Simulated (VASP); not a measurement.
# TaWC2 (R-3m) in VASP: a series of runs

TaWC2 is run at these levels: r2SCAN; tasks: single point.

All numbers are computed with VASP 6.6.1; they aren't measurements. Logs are shortened: lines on timing, memory, paths and dates and some standing lists are left out, and cuts for length are marked.

## (1) The cell of the first run

The structure is trigonal, space group R-3m (No. 166). Conventional cell: a = 3.080 Å, b = 3.080 Å, c = 14.992 Å, α = 90.00°, β = 90.00°, γ = 120.00°. Within 2.9 Å of W (site symmetry -3m) lie 6 C at 2.17 Å. Within 2.9 Å of Ta (site symmetry -3m) lie 6 C at 2.18 Å. C (site symmetry 3m) has 3 W at 2.17 Å and 3 Ta at 2.18 Å within 2.9 Å.

## (2) Single point, r2SCAN

Contents of POSCAR:

```
TaWC2
1.0
    1.5397674660      0.8889851610      4.9974757625
   -1.5397674660      0.8889851610      4.9974757625
    0.0000000000     -1.7779703220      4.9974757625
W Ta C
1 1 2
Direct
    0.0000000000      0.0000000000      0.0000000000
    0.5000000000      0.5000000000      0.5000000000
    0.2509330000      0.2509330000      0.2509330000
    0.7490670000      0.7490670000      0.7490670000
```

Contents of INCAR.step1:

```
ALGO = Normal
EDIFF = 1E-4
ENCUT = 520
GGA = PE
ISMEAR = -1
LASPH = True
LCHARG = False
LREAL = False
LWAVE = True
NBANDS = 24
NELM = 80
PREC = Accurate
SIGMA = 0.05
```

Contents of INCAR.step2:

```
ALGO = Normal
EDIFF = 1E-6
ENCUT = 520
ISIF = 2
ISMEAR = -1
ISTART = 1
LASPH = True
LCHARG = False
LMIXTAU = True
LREAL = False
LWAVE = False
METAGGA = R2SCAN
NBANDS = 24
NELM = 80
PREC = Accurate
SIGMA = 0.05
```

Contents of KPOINTS:

```
k-points
0
Gamma
  10 10 10
```

Potentials or basis: VASP PAW PBE potentials, release 64 (W_sv, Ta_pv, C).

Command:

```console
$ cat potpaw_PBE.64/W_sv/POTCAR potpaw_PBE.64/Ta_pv/POTCAR potpaw_PBE.64/C/POTCAR > POTCAR
$ cp INCAR.step1 INCAR
$ mpirun -np 1 vasp_std > vasp.out
$ cp INCAR.step2 INCAR
$ mpirun -np 1 vasp_std > vasp.out
```

OUTCAR:

```text
EDIFF = 1E-6
   ENCUT = 520
   ISIF = 2
   ISMEAR = -1
   ISTART = 1
   LASPH = True
   LREAL = False
   METAGGA = R2SCAN
   NELM = 80
   PREC = Accurate

 ion  position               nearest neighbor table
   1  0.000  0.000  0.000-   4 2.17   4 2.17   3 2.17   3 2.17   4 2.17   3 2.17   2 3.07   2 3.07
                             2 3.07   2 3.07   2 3.07   2 3.07
   2  0.500  0.500  0.500-   3 2.18   3 2.18   4 2.18   4 2.18   3 2.18   4 2.18   1 3.07   1 3.07
                             1 3.07   1 3.07   1 3.07   1 3.07
   3  0.251  0.251  0.251-   1 2.17   1 2.17   1 2.17   2 2.18   2 2.18   2 2.18
   4  0.749  0.749  0.749-   1 2.17   1 2.17   1 2.17   2 2.18   2 2.18   2 2.18

  LATTYP: Found a trigonal (rhomboedric) cell.
 ALAT       =     5.3043324238
 COS(alpha) =     0.8314693846

  Lattice vectors:

 A1 = (   1.5397674660,   0.8889851610,   4.9974757625)
 A2 = (  -1.5397674660,   0.8889851610,   4.9974757625)
 A3 = (   0.0000000000,  -1.7779703220,   4.9974757625)

Analysis of symmetry for initial positions (statically):
=====================================================================
 Subroutine PRICEL returns:
 Original cell was already a primitive cell.

 Routine SETGRP: Setting up the symmetry group for a
 trigonal (rhombohedral) supercell.

 Subroutine GETGRP returns: Found 12 space group operations
 (whereof 12 operations were pure point group operations)
 out of a pool of 12 trial point group operations.

The static configuration has the point symmetry D_3d.

Analysis of symmetry for dynamics (positions and initial velocities):
=====================================================================
 Subroutine PRICEL returns:
 Original cell was already a primitive cell.

 Routine SETGRP: Setting up the symmetry group for a
 trigonal (rhombohedral) supercell.

 Subroutine GETGRP returns: Found 12 space group operations
 (whereof 12 operations were pure point group operations)
 out of a pool of 12 trial point group operations.

The dynamic configuration has the point symmetry D_3d.

 Subroutine INISYM returns: Found 12 space group operations
 (whereof 12 operations are pure point group operations),
 and found     1 'primitive' translations

----------------------------------------------------------------------------------------

                                     Primitive cell

  volume of cell :      41.0442

  direct lattice vectors                    reciprocal lattice vectors
     1.539767466  0.888985161  4.997475762     0.324724357  0.187479695  0.066700340
    -1.539767466  0.888985161  4.997475762    -0.324724357  0.187479695  0.066700340
     0.000000000 -1.777970322  4.997475762     0.000000000 -0.374959390  0.066700340

  length of vectors
     5.304332424  5.304332424  5.304332424     0.380845742  0.380845742  0.380845742

  position of ions in fractional coordinates (direct lattice)
     0.000000000  0.000000000  0.000000000
     0.500000000  0.500000000  0.500000000
     0.250933000  0.250933000  0.250933000
     0.749067000  0.749067000  0.749067000

  ion indices of the primitive-cell ions
   primitive index   ion index
                 1           1
                 2           2
                 3           3
                 4           4

----------------------------------------------------------------------------------------

 KPOINTS: k-points

Automatic generation of k-mesh.
 Grid dimensions read from file:
 generate k-points for:   10   10   10

 Generating k-lattice:

  Cartesian coordinates                     Fractional coordinates (reciprocal lattice)
     0.032472436  0.018747969  0.006670034     0.100000000  0.000000000  0.000000000
    -0.032472436  0.018747969  0.006670034     0.000000000  0.100000000  0.000000000
     0.000000000 -0.037495939  0.006670034     0.000000000  0.000000000  0.100000000

  Length of vectors
     0.038084574  0.038084574  0.038084574

  Shift w.r.t. Gamma in fractional coordinates (k-lattice)
     0.000000000  0.000000000  0.000000000

 Subroutine IBZKPT returns following result:
 ===========================================

 Found    116 irreducible k-points:

 Following reciprocal coordinates:
            Coordinates               Weight
  0.000000  0.000000  0.000000      1.000000
  0.100000  0.000000  0.000000      6.000000
  0.200000  0.000000  0.000000      6.000000
  0.300000  0.000000  0.000000      6.000000
  0.400000  0.000000  0.000000      6.000000
  0.500000  0.000000  0.000000      3.000000
[... 16 lines left out ...]
  0.300000  0.300000  0.000000      6.000000
  0.400000  0.300000  0.000000     12.000000
 [... further k-points ...]
   k-points           NKPTS =    116   k-points in BZ     NKDIM =    116   number of bands    NBANDS=     24
   number of dos      NEDOS =    301   number of ions     NIONS =      4
   total plane-waves  NPLWV =  64000
   dimension x,y,z NGX =    40 NGY =   40 NGZ =   40
   dimension x,y,z NGXF=    80 NGYF=   80 NGZF=   80
   ions per type =               1   1   2
   NGX,Y,Z   is equivalent  to a cutoff of  12.54, 12.54, 12.54 a.u.
   NGXF,Y,Z  is equivalent  to a cutoff of  25.07, 25.07, 25.07 a.u.
 SYSTEM =  unknown system
   PREC   = accura    normal or accurate (medium, high low for compatibility)
   ISTART =      1    job   : 0-new  1-cont  2-samecut
   ICHARG =      0    charge: 1-file 2-atom 10-const
   ISPIN  =      1    spin polarized calculation?
   LNONCOLLINEAR =      F non collinear calculations
   LSORBIT =      F    spin-orbit coupling
   LASPH  =      T    aspherical Exc in radial PAW
   ENCUT  =  520.0 eV  38.22 Ry    6.18 a.u.   9.86  9.86  9.86*2*pi/ulx,y,z
   NELM   =     80;   NELMIN=  2; NELMDL=  0     # of ELM steps
   EDIFF  = 0.1E-05   stopping-criterion for ELM
   LREAL  =      F    real-space projection
   EDIFFG = 0.1E-04   stopping-criterion for IOM
   NSW    =      0    number of steps for IOM
   IBRION =     -1    ionic relax: 0-MD 1-quasi-New 2-CG
   NFREE  =      0    steps in history (QN), initial steepest desc. (CG)
   ISIF   =      2    stress and relaxation
   ISYM   =      2    0-nonsym 1-usesym 2-fastsym
   POTIM  = 0.5000    time-step for ionic-motion
   TEBEG  =    0.0;   TEEND  =   0.0 temperature during run
   PSTRESS=    0.0 pullay stress
   NELECT =      33.0000    total number of electrons
   NUPDOWN=      -1.0000    fix difference up-down
   EMIN   =  10.00;   EMAX   =-10.00  energy-range for DOS
   EFERMI =   0.00;   METHOD = LEGACY
   ISMEAR =    -1;   SIGMA  =   0.05  broadening in eV -4-tet -1-fermi 0-gaus
   EFERMI_NEDOS =   21; number of points for ismear=-14 and -15
   IALGO  =     38    algorithm
   IMIX   =      4    mixing-type and parameters
     AMIX     =   0.40;   BMIX     =  1.00
     AMIX_MAG =   1.60;   BMIX_MAG =  1.00
  volume/ion in A,a.u.               =      10.26        69.24
  Fermi-wavevector in a.u.,A,eV,Ry     =   1.522284  2.876699 31.529431  2.317348
  Thomas-Fermi vector in A             =   2.630884
   LORBIT       =      0    0 simple, 1 ext, 2 COOP (PROOUT), +10 PAW based schemes
   METAGGA = R2SCAN    functional components
   LHFCALC =     F    Hartree Fock is set to
   AEXX    =    0.0000 exact exchange contribution
   IVDW    =     0    specifies the selected vdW correction
   LEPSILON=     F    determine dielectric tensor
   LRPA    =     F    only Hartree local field effects (RPA)
 non-spin polarized calculation
  energy-cutoff  :      520.00
  volume of cell :       41.04
 maximum number of plane-waves:      1122
   NGX = 19   NGY = 19   NGZ = 19

 number of electron      32.9999999 magnetization

 Free energy of the ion-electron system (eV)
  ---------------------------------------------------
  ext. energy  EPLUGINS =         0.00000000
  ---------------------------------------------------
  free energy    TOTEN  =      -120.42497446 eV

  energy without entropy =     -120.41157624  energy(sigma->0) =     -120.41827535

 E-fermi :  11.1063     XC(G=0): -14.8676

 val. band max:       11.1006831141   @ k =  -0.1000   0.2000   0.1000
 cond. band min:      11.1393508680   @ k =  -0.1000   0.5000   0.1000
 fundamental gap:      0.0386677539
 Fermi energy:        11.1062741267

 k-point     1 :       0.0000    0.0000    0.0000
  band No.  band energies     occupation
      1     -66.1987      2.00000
      2     -29.9101      2.00000
      3     -29.6242      2.00000
      4     -29.6242      2.00000
      5     -25.9029      2.00000
      6     -25.4525      2.00000
[... 16 lines left out ...]
     23      14.5748      0.00000
     24      16.6750      0.00000

 k-point     2 :       0.1000    0.0000    0.0000
  band No.  band energies     occupation
      1     -66.1957      2.00000
      2     -29.8981      2.00000
      3     -29.6755      2.00000
      4     -29.6359      2.00000
      5     -25.8951      2.00000
      6     -25.5253      2.00000
[... 16 lines left out ...]
     23      14.2723      0.00000
     24      17.6728      0.00000

 k-point     3 :       0.2000    0.0000    0.0000
  band No.  band energies     occupation
      1     -66.1879      2.00000
      2     -29.8666      2.00000
      3     -29.8076      2.00000
      4     -29.6664      2.00000
      5     -25.8747      2.00000
      6     -25.7113      2.00000
[... 16 lines left out ...]
     23      15.6766      0.00000
     24      18.2088      0.00000

 k-point     4 :       0.3000    0.0000    0.0000
  band No.  band energies     occupation
      1     -66.1782      2.00000
      2     -29.9680      2.00000
      3     -29.8269      2.00000
      4     -29.7038      2.00000
      5     -25.9346      2.00000
      6     -25.8479      2.00000
[... 16 lines left out ...]
     23      16.6167      0.00000
     24      17.8854      0.00000

 k-point     5 :       0.4000    0.0000    0.0000
  band No.  band energies     occupation
      1     -66.1704      2.00000
      2     -30.0945      2.00000
      3     -29.7949      2.00000
      4     -29.7339      2.00000
      5     -26.1080      2.00000
      6     -25.8271      2.00000
[... 16 lines left out ...]
     23      17.4124      0.00000
     24      18.3853      0.00000

 k-point     6 :       0.5000    0.0000    0.0000
  band No.  band energies     occupation
      1     -66.1675      2.00000
      2     -30.1422      2.00000
      3     -29.7827      2.00000
      4     -29.7453      2.00000
      5     -26.1731      2.00000
      6     -25.8190      2.00000
[... 16 lines left out ...]
     23      17.5002      0.00000
     24      18.4995      0.00000
[... 379 lines left out ...]
 k-point    21 :      -0.3000    0.2000    0.0000
  band No.  band energies     occupation
      1     -66.1675      2.00000
      2     -30.0586      2.00000
      3     -29.8359      2.00000
      4     -29.7880      2.00000
      5     -26.0562      2.00000
      6     -25.8121      2.00000
[... 16 lines left out ...]
     23      16.2177      0.00000
     24      17.3337      0.00000

 k-point    22 :      -0.2000    0.2000    0.0000
  band No.  band energies     occupation
      1     -66.1738      2.00000
      2     -29.9937      2.00000
      3     -29.8126      2.00000
      4     -29.7715      2.00000
      5     -25.9687      2.00000
      6     -25.8311      2.00000
[... 16 lines left out ...]
     23      16.6468      0.00000
     24      17.4863      0.00000

 k-point    23 :       0.3000    0.3000    0.0000
  band No.  band energies     occupation
      1     -66.1783      2.00000
      2     -29.9718      2.00000
      3     -29.8301      2.00000
      4     -29.7048      2.00000
      5     -25.9297      2.00000
      6     -25.8388      2.00000
[... 16 lines left out ...]
     23      17.8292      0.00000
     24      18.1475      0.00000

 k-point    24 :       0.4000    0.3000    0.0000
  band No.  band energies     occupation
      1     -66.1729      2.00000
      2     -30.0396      2.00000
      3     -29.8113      2.00000
      4     -29.7484      2.00000
      5     -26.0142      2.00000
      6     -25.8219      2.00000
[... 16 lines left out ...]
     23      17.8006      0.00000
     24      18.6331      0.00000

 [... further k-points ...]
[... 5 lines left out ...]
  --------------------------------------------------------------------------------------
  -------------------------------------------------------------------------------------
  Total        4.9838988      4.9838988      4.9635381     -0.0000000     -0.0000000      0.0000000
  in kB      194.5486389    194.5486389    193.7538501     -0.0000000     -0.0000000      0.0000000
  external PRESSURE =     194.2837093 kB  Pullay stress =       0.0000000 kB

 VOLUME and BASIS-vectors are now :
 -----------------------------------------------------------------------------
  energy-cutoff  :      520.00
  volume of cell :       41.04
      direct lattice vectors                 reciprocal lattice vectors
     1.539767466  0.888985161  4.997475762     0.324724357  0.187479695  0.066700340
    -1.539767466  0.888985161  4.997475762    -0.324724357  0.187479695  0.066700340
     0.000000000 -1.777970322  4.997475762     0.000000000 -0.374959390  0.066700340

 POSITION                                       TOTAL-FORCE (eV/Angst)
 -----------------------------------------------------------------------------------
      0.00000      0.00000      0.00000         0.000000     -0.000000     -0.000000
      0.00000      0.00000      7.49621         0.000000     -0.000000     -0.000000
      0.00000      0.00000      3.76209         0.000000     -0.000000      0.020458
      0.00000      0.00000     11.23033         0.000000      0.000000     -0.020458
 -----------------------------------------------------------------------------------
    total drift:                                0.000000      0.000000      0.000000

  FREE ENERGIE OF THE ION-ELECTRON SYSTEM (eV)
  ---------------------------------------------------
  free  energy   TOTEN  =      -120.4249744638 eV

  energy  without entropy=     -120.4115762376  energy(sigma->0) =     -120.41827535
```

Wall time 39 min (1 thread of Intel Xeon 8259CL, shared host); peak memory 0.32 GiB.

What came out:

```
Free energy            : -120.4250 eV
Pressure               : 19.4 GPa
Largest force          : 0.020 eV/Å
Band gap on the k mesh : zero (an odd number of electrons rules out a gap without spin polarisation)
```

Forces in eV/Å, atoms in the order of the input:
```
W    0.000  0.000  0.000
Ta   0.000  0.000  0.000
C    0.000  0.000  0.020
C    0.000  0.000 -0.020
```

Levels at points of the mesh, in eV from the Fermi level:
| k point | band 14 | band 15 | band 16 | band 17 | band 18 | band 19 | band 20 | band 21 |
| --- | --- | --- | --- | --- | --- | --- | --- | --- |
| (0.00, 0.00, 0.00) | -2.44 | -2.29 | -1.03 | -1.03 | -0.96 | -0.29 | -0.29 | 2.21 |
| (0.50, 0.00, 0.00) | -5.44 | -5.03 | -1.44 | -0.79 | 1.68 | 2.51 | 3.50 | 4.10 |
| (0.50, 0.50, 0.00) | -5.57 | -2.48 | -2.42 | 1.41 | 1.90 | 1.98 | 2.95 | 3.90 |
| (0.50, 0.50, 0.50) | -4.96 | -4.96 | -1.09 | -1.09 | 0.23 | 0.23 | 0.28 | 0.84 |

Caveat: the cell stands under pressure; the PAW data sets were made with another functional, which shifts forces and pressure a little; spin-orbit coupling is left out, which moves the levels of the heavy elements; an odd number of electrons without spin polarisation forces a metal; a magnetic or distorted state may lie lower.

## (3) Single point, r2SCAN

This run uses another cell than the first one, of 10.48 Å³/atom.

Contents of POSCAR:

```
TaWC2
1.0
    1.5506112562      0.8952458261      5.0326704134
   -1.5506112562      0.8952458261      5.0326704134
    0.0000000000     -1.7904916524      5.0326704134
W Ta C
1 1 2
Direct
    0.0000000000      0.0000000000      0.0000000000
    0.5000000000      0.5000000000      0.5000000000
    0.2509330000      0.2509330000      0.2509330000
    0.7490670000      0.7490670000      0.7490670000
```

Contents of INCAR.step1:

```
SYSTEM = TaWC2
PREC = Accurate
ENCUT = 520
ISMEAR = -1
SIGMA = 0.05
LREAL = .FALSE.
LASPH = .TRUE.
NELM = 60
NBANDS = 24
GGA = PE
ALGO = Normal
EDIFF = 1E-4
LWAVE = .TRUE.
LCHARG = .FALSE.
```

Contents of INCAR.step2:

```
SYSTEM = TaWC2
PREC = Accurate
ENCUT = 520
EDIFF = 1E-6
ISMEAR = -1
SIGMA = 0.05
LREAL = .FALSE.
LASPH = .TRUE.
NELM = 60
ALGO = Normal
ISIF = 2
LWAVE = .FALSE.
LCHARG = .FALSE.
METAGGA = R2SCAN
LMIXTAU = .TRUE.
NBANDS = 24
ISTART = 1
```

Contents of KPOINTS:

```
Automatic mesh
0
G
  10 10 10
  0 0 0
```

Potentials or basis: VASP PAW PBE potentials, release 64 (W_sv, Ta_pv, C).

Command:

```console
$ cat potpaw_PBE.64/W_sv/POTCAR potpaw_PBE.64/Ta_pv/POTCAR potpaw_PBE.64/C/POTCAR > POTCAR
$ cp INCAR.step1 INCAR
$ mpirun -np 1 vasp_std > vasp.out
$ cp INCAR.step2 INCAR
$ mpirun -np 1 vasp_std > vasp.out
```

Wall time 45 min (1 thread of Intel Xeon 8259CL, shared host); peak memory 0.32 GiB.

It converged, with:

```yaml
Free_energy: -120.5068 eV
Pressure: 10.6 GPa
Largest_force: 0.015 eV/Å
Band_gap_on_the_k_mesh: zero (an odd number of electrons rules out a gap without spin polarisation)
```

Forces on the atoms (eV/Å):
```
W    0.000  0.000  0.000
Ta   0.000  0.000  0.000
C    0.000  0.000  0.015
C    0.000  0.000 -0.015
```

Levels at points of the mesh, in eV from the Fermi level:
| k point | band 15 | band 16 | band 17 | band 18 | band 19 | band 20 |
| --- | --- | --- | --- | --- | --- | --- |
| (0.00, 0.00, 0.00) | -2.23 | -1.00 | -1.00 | -0.93 | -0.29 | -0.29 |
| (0.50, 0.00, 0.00) | -4.94 | -1.41 | -0.76 | 1.62 | 2.42 | 3.39 |
| (0.50, 0.50, 0.00) | -2.46 | -2.40 | 1.36 | 1.83 | 1.91 | 2.85 |
| (0.50, 0.50, 0.50) | -4.85 | -1.06 | -1.06 | 0.23 | 0.23 | 0.26 |

Caveat: the cell stands under pressure; the PAW data sets were made with another functional, which shifts forces and pressure a little; spin-orbit coupling is left out, which moves the levels of the heavy elements; an odd number of electrons without spin polarisation forces a metal; a magnetic or distorted state may lie lower.

The gap in the log of VASP goes by the Fermi energy; the results here count the filled bands.